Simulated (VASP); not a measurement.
# PbO2 in VASP: a series of runs

PbO2 is run at these levels: PBEsol; tasks: single point.

Program: VASP 6.6.1. These are calculated values, not measurements. Logs are shortened: lines on timing, memory, paths and dates and some standing lists are left out, and cuts for length are marked.

## Step 1: The cell of the first run

Symmetry: Pnnm, No. 58, orthorhombic system. The conventional cell has a = 4.960 Å, b = 5.147 Å, c = 3.386 Å, α = 90.00°, β = 90.00°, γ = 90.00°. Within 2.9 Å of Pb (site symmetry 2/m) lie 6 O at 2.18 to 2.20 Å. O (site symmetry m) has 3 Pb at 2.18 to 2.20 Å and 1 O at 2.76 Å within 2.9 Å.

## Step 2: Single point, PBEsol (uniaxial strain along a: +3.0 %)

Contents of INCAR:

```
SYSTEM = PbO2
  ALGO = Normal
  EDIFF = 1E-6
  ENCUT = 520
  GGA = PS
  ISIF = 2
  ISMEAR = 0
  LASPH = .True.
  LCHARG = .True.
  LELF = .True.
  LREAL = .False.
  LVHAR = .True.
  LWAVE = .False.
  NBANDS = 35
  NELM = 100
  PREC = Accurate
  SIGMA = 0.1
```

Contents of KPOINTS:

```
k-points
0
Gamma
  8 8 10
  0 0 0
```

Contents of POSCAR:

```
PbO2
1.0
    5.1471785214      0.0000000000      0.0000000000
    0.0000000000      4.9597812451      0.0000000000
    0.0000000000      0.0000000000      3.3859702608
Pb O
2 4
Direct
    0.0000000000      0.0000000000      0.0000000000
    0.5000000000      0.5000000000      0.5000000000
    0.3230950203      0.2915146465      0.0000000000
    0.1769049797      0.7915146465      0.5000000000
    0.6769049797      0.7084853535      0.0000000000
    0.8230950203      0.2084853535      0.5000000000
```

Potentials or basis: VASP PAW PBE potentials, release 64 (Pb_d, O).

The run is started by

```sh
$ cat potpaw_PBE.64/Pb_d/POTCAR potpaw_PBE.64/O/POTCAR > POTCAR
$ mpirun -np 1 vasp_std > vasp.out
```

OUTCAR:

```text
SYSTEM = PbO2
   EDIFF = 1E-6
   ENCUT = 520
   GGA = PS
   ISIF = 2
   ISMEAR = 0
   LASPH = .True.
   LREAL = .False.
   NELM = 100
   PREC = Accurate

 ion  position               nearest neighbor table
   1  0.000  0.000  0.000-   4 2.18   6 2.18   4 2.18   6 2.18   5 2.20   3 2.20   2 3.95   2 3.95
                             2 3.95   2 3.95   2 3.95   2 3.95   2 3.95   2 3.95
   2  0.500  0.500  0.500-   3 2.18   5 2.18   3 2.18   5 2.18   4 2.20   6 2.20   1 3.95   1 3.95
                             1 3.95   1 3.95   1 3.95   1 3.95   1 3.95   1 3.95
   3  0.323  0.292  0.000-   2 2.18   2 2.18   1 2.20
   4  0.177  0.792  0.500-   1 2.18   1 2.18   2 2.20
   5  0.677  0.708  0.000-   2 2.18   2 2.18   1 2.20
   6  0.823  0.208  0.500-   1 2.18   1 2.18   2 2.20

  LATTYP: Found a simple orthorhombic cell.
 ALAT       =     3.3859702608
 B/A-ratio  =     1.4648035461
 C/A-ratio  =     1.5201487683

  Lattice vectors:

 A1 = (   0.0000000000,   0.0000000000,  -3.3859702608)
 A2 = (   0.0000000000,   4.9597812451,   0.0000000000)
 A3 = (   5.1471785214,   0.0000000000,   0.0000000000)

Analysis of symmetry for initial positions (statically):
=====================================================================
 Subroutine PRICEL returns:
 Original cell was already a primitive cell.

 Routine SETGRP: Setting up the symmetry group for a
 simple orthorhombic supercell.

 Subroutine GETGRP returns: Found  8 space group operations
 (whereof  4 operations were pure point group operations)
 out of a pool of  8 trial point group operations.

The static configuration has the point symmetry C_2h.
 The point group associated with its full space group is D_2h.

Analysis of symmetry for dynamics (positions and initial velocities):
=====================================================================
 Subroutine PRICEL returns:
 Original cell was already a primitive cell.

 Routine SETGRP: Setting up the symmetry group for a
 simple orthorhombic supercell.

 Subroutine GETGRP returns: Found  8 space group operations
 (whereof  4 operations were pure point group operations)
 out of a pool of  8 trial point group operations.

The dynamic configuration has the point symmetry C_2h.
 The point group associated with its full space group is D_2h.

 Subroutine INISYM returns: Found  8 space group operations
 (whereof  4 operations are pure point group operations),
 and found     1 'primitive' translations

----------------------------------------------------------------------------------------

                                     Primitive cell

  volume of cell :      86.4400

  direct lattice vectors                    reciprocal lattice vectors
     5.147178521  0.000000000  0.000000000     0.194281196  0.000000000  0.000000000
     0.000000000  4.959781245  0.000000000     0.000000000  0.201621796  0.000000000
     0.000000000  0.000000000  3.385970261     0.000000000  0.000000000  0.295336321

  length of vectors
     5.147178521  4.959781245  3.385970261     0.194281196  0.201621796  0.295336321

  position of ions in fractional coordinates (direct lattice)
     0.000000000  0.000000000  0.000000000
     0.500000000  0.500000000  0.500000000
     0.323095020  0.291514646  0.000000000
     0.176904980  0.791514646  0.500000000
     0.676904980  0.708485354  0.000000000
     0.823095020  0.208485354  0.500000000

  ion indices of the primitive-cell ions
   primitive index   ion index
                 1           1
                 2           2
                 3           3
                 4           4
                 5           5
                 6           6

----------------------------------------------------------------------------------------

 KPOINTS: k-points

Automatic generation of k-mesh.
 Grid dimensions read from file:
 generate k-points for:    8    8   10

 Generating k-lattice:

  Cartesian coordinates                     Fractional coordinates (reciprocal lattice)
     0.024285150  0.000000000  0.000000000     0.125000000  0.000000000  0.000000000
     0.000000000  0.025202724  0.000000000     0.000000000  0.125000000  0.000000000
     0.000000000  0.000000000  0.029533632     0.000000000  0.000000000  0.100000000

  Length of vectors
     0.024285150  0.025202724  0.029533632

  Shift w.r.t. Gamma in fractional coordinates (k-lattice)
     0.000000000  0.000000000  0.000000000

 Subroutine IBZKPT returns following result:
 ===========================================

 Found    150 irreducible k-points:

 Following reciprocal coordinates:
            Coordinates               Weight
  0.000000  0.000000  0.000000      1.000000
  0.125000  0.000000  0.000000      2.000000
  0.250000  0.000000  0.000000      2.000000
  0.375000  0.000000  0.000000      2.000000
  0.500000  0.000000  0.000000      1.000000
  0.000000  0.125000  0.000000      2.000000
[... 16 lines left out ...]
  0.250000  0.500000  0.000000      2.000000
  0.375000  0.500000  0.000000      2.000000
 [... further k-points ...]
   k-points           NKPTS =    150   k-points in BZ     NKDIM =    150   number of bands    NBANDS=     35
   number of dos      NEDOS =    301   number of ions     NIONS =      6
   total plane-waves  NPLWV =  44800
   dimension x,y,z NGX =    40 NGY =   40 NGZ =   28
   dimension x,y,z NGXF=    80 NGYF=   80 NGZF=   56
   ions per type =               2   4
   NGX,Y,Z   is equivalent  to a cutoff of  12.92, 13.41, 13.75 a.u.
   NGXF,Y,Z  is equivalent  to a cutoff of  25.84, 26.82, 27.50 a.u.
 SYSTEM =  PbO2
   PREC   = accura    normal or accurate (medium, high low for compatibility)
   ISTART =      0    job   : 0-new  1-cont  2-samecut
   ICHARG =      2    charge: 1-file 2-atom 10-const
   ISPIN  =      1    spin polarized calculation?
   LNONCOLLINEAR =      F non collinear calculations
   LSORBIT =      F    spin-orbit coupling
   LASPH  =      T    aspherical Exc in radial PAW
   ENCUT  =  520.0 eV  38.22 Ry    6.18 a.u.   9.57  9.22  6.30*2*pi/ulx,y,z
   NELM   =    100;   NELMIN=  2; NELMDL= -5     # of ELM steps
   EDIFF  = 0.1E-05   stopping-criterion for ELM
   LREAL  =      F    real-space projection
   EDIFFG = 0.1E-04   stopping-criterion for IOM
   NSW    =      0    number of steps for IOM
   IBRION =     -1    ionic relax: 0-MD 1-quasi-New 2-CG
   NFREE  =      0    steps in history (QN), initial steepest desc. (CG)
   ISIF   =      2    stress and relaxation
   ISYM   =      2    0-nonsym 1-usesym 2-fastsym
   POTIM  = 0.5000    time-step for ionic-motion
   TEBEG  =    0.0;   TEEND  =   0.0 temperature during run
   PSTRESS=    0.0 pullay stress
   NELECT =      52.0000    total number of electrons
   NUPDOWN=      -1.0000    fix difference up-down
   EMIN   =  10.00;   EMAX   =-10.00  energy-range for DOS
   EFERMI =   0.00;   METHOD = LEGACY
   ISMEAR =     0;   SIGMA  =   0.10  broadening in eV -4-tet -1-fermi 0-gaus
   EFERMI_NEDOS =   21; number of points for ismear=-14 and -15
   IALGO  =     38    algorithm
   IMIX   =      4    mixing-type and parameters
     AMIX     =   0.40;   BMIX     =  1.00
     AMIX_MAG =   1.60;   BMIX_MAG =  1.00
  volume/ion in A,a.u.               =      14.41        97.22
  Fermi-wavevector in a.u.,A,eV,Ry     =   1.381988  2.611579 25.985647  1.909891
  Thomas-Fermi vector in A             =   2.506721
   LORBIT       =      0    0 simple, 1 ext, 2 COOP (PROOUT), +10 PAW based schemes
   GGA     = PS    functional components
   LHFCALC =     F    Hartree Fock is set to
   AEXX    =    0.0000 exact exchange contribution
   IVDW    =     0    specifies the selected vdW correction
   LEPSILON=     F    determine dielectric tensor
   LRPA    =     F    only Hartree local field effects (RPA)
 non-spin polarized calculation
 Gauss-broadening in eV      SIGMA  =   0.10
  energy-cutoff  :      520.00
  volume of cell :       86.44
 maximum number of plane-waves:      2362
 NGX is ok and might be reduce to    40
   NGX = 19   NGY = 19   NGZ = 13

 number of electron      52.0000005 magnetization

 Free energy of the ion-electron system (eV)
  ---------------------------------------------------
  ext. energy  EPLUGINS =         0.00000000
  ---------------------------------------------------
  free energy    TOTEN  =       -34.05569912 eV

  energy without entropy =      -34.05483284  energy(sigma->0) =      -34.05526598

 E-fermi :   3.9085     XC(G=0): -10.7886

 val. band max:        3.8190560501   @ k =   0.0000   0.1250   0.1000
 cond. band min:       3.9722261512   @ k =   0.0000   0.1250   0.0000
 fundamental gap:      0.1531701012
 Fermi energy:         3.9085425243

 k-point     1 :       0.0000    0.0000    0.0000
  band No.  band energies     occupation
      1     -14.2375      2.00000
      2     -14.1369      2.00000
      3     -12.5144      2.00000
      4     -12.4962      2.00000
      5     -11.5905      2.00000
      6     -11.4178      2.00000
[... 27 lines left out ...]
     34      14.5805      0.00000
     35      15.4117      0.00000

 k-point     2 :       0.1250    0.0000    0.0000
  band No.  band energies     occupation
      1     -14.2013      2.00000
      2     -14.1138      2.00000
      3     -12.6425      2.00000
      4     -12.5952      2.00000
      5     -11.4346      2.00000
      6     -11.3940      2.00000
[... 27 lines left out ...]
     34      14.5651      0.00000
     35      15.4301      0.00000

 k-point     3 :       0.2500    0.0000    0.0000
  band No.  band energies     occupation
      1     -14.1016      2.00000
      2     -14.0485      2.00000
      3     -12.9039      2.00000
      4     -12.7952      2.00000
      5     -11.3772      2.00000
      6     -11.3746      2.00000
[... 27 lines left out ...]
     34      15.0851      0.00000
     35      15.4597      0.00000
[... 723 lines left out ...]
 k-point    23 :       0.2500    0.5000    0.0000
  band No.  band energies     occupation
      1     -14.0389      2.00000
      2     -14.0389      2.00000
      3     -12.8885      2.00000
      4     -12.8885      2.00000
      5     -11.3784      2.00000
      6     -11.3784      2.00000
[... 27 lines left out ...]
     34      15.3923      0.00000
     35      15.8672      0.00000

 k-point    24 :       0.3750    0.5000    0.0000
  band No.  band energies     occupation
      1     -14.1126      2.00000
      2     -14.1126      2.00000
      3     -12.6766      2.00000
      4     -12.6766      2.00000
      5     -11.3842      2.00000
      6     -11.3842      2.00000
[... 27 lines left out ...]
     34      15.3938      0.00000
     35      15.8261      0.00000

 [... further k-points ...]

------------------------ aborting loop because EDIFF is reached ----------------------------------------

  FORCE on cell =-STRESS in cart. coord.  units (eV):
  Direction    XX          YY          ZZ          XY          YZ          ZX
  --------------------------------------------------------------------------------------
  -------------------------------------------------------------------------------------
  Total       -1.3352773     -0.7867862     -0.3415248      0.0000000      0.0000000      0.0000000
  in kB      -24.7495419    -14.5831856     -6.3302065      0.0000000      0.0000000      0.0000000
  external PRESSURE =     -15.2209780 kB  Pullay stress =       0.0000000 kB

 VOLUME and BASIS-vectors are now :
 -----------------------------------------------------------------------------
  energy-cutoff  :      520.00
  volume of cell :       86.44
      direct lattice vectors                 reciprocal lattice vectors
     5.147178521  0.000000000  0.000000000     0.194281196  0.000000000  0.000000000
     0.000000000  4.959781245  0.000000000     0.000000000  0.201621796  0.000000000
     0.000000000  0.000000000  3.385970261     0.000000000  0.000000000  0.295336321

 POSITION                                       TOTAL-FORCE (eV/Angst)
 -----------------------------------------------------------------------------------
      0.00000      0.00000      0.00000         0.000000      0.000000      0.000000
      2.57359      2.47989      1.69299         0.000000      0.000000      0.000000
      1.66303      1.44585      0.00000        -0.004444      0.004025      0.000000
      0.91056      3.92574      1.69299         0.004444      0.004025     -0.000000
      3.48415      3.51393      0.00000         0.004444     -0.004025      0.000000
      4.23662      1.03404      1.69299        -0.004444     -0.004025      0.000000
 -----------------------------------------------------------------------------------
    total drift:                               -0.000000      0.000000      0.000000

  FREE ENERGIE OF THE ION-ELECTRON SYSTEM (eV)
  ---------------------------------------------------
  free  energy   TOTEN  =       -34.0556991205 eV

  energy  without entropy=      -34.0548328445  energy(sigma->0) =      -34.05526598
```

It took 3.9 min on 1 thread of Intel Xeon 6975P-C (Granite Rapids), shared host; peak memory 0.45 GiB.

Results:

```yaml
Free_energy: -34.0557 eV
Pressure: -1.5 GPa
Largest_force: 0.006 eV/Å
Band_gap_on_the_k_mesh: 0.15 eV (least direct gap 0.26 eV)
```

Forces on the atoms (eV/Å):
```
Pb   0.000  0.000  0.000
Pb   0.000  0.000  0.000
O   -0.004  0.004  0.000
O    0.004  0.004  0.000
O    0.004 -0.004  0.000
O   -0.004 -0.004  0.000
```

Caveat: the cell differs from its parent crystal (uniaxial strain along a: +3.0 %); the PAW data sets were made with another functional, which shifts forces and pressure a little; spin-orbit coupling is left out, which moves the levels of the heavy elements.

[end of part 1 of 2]
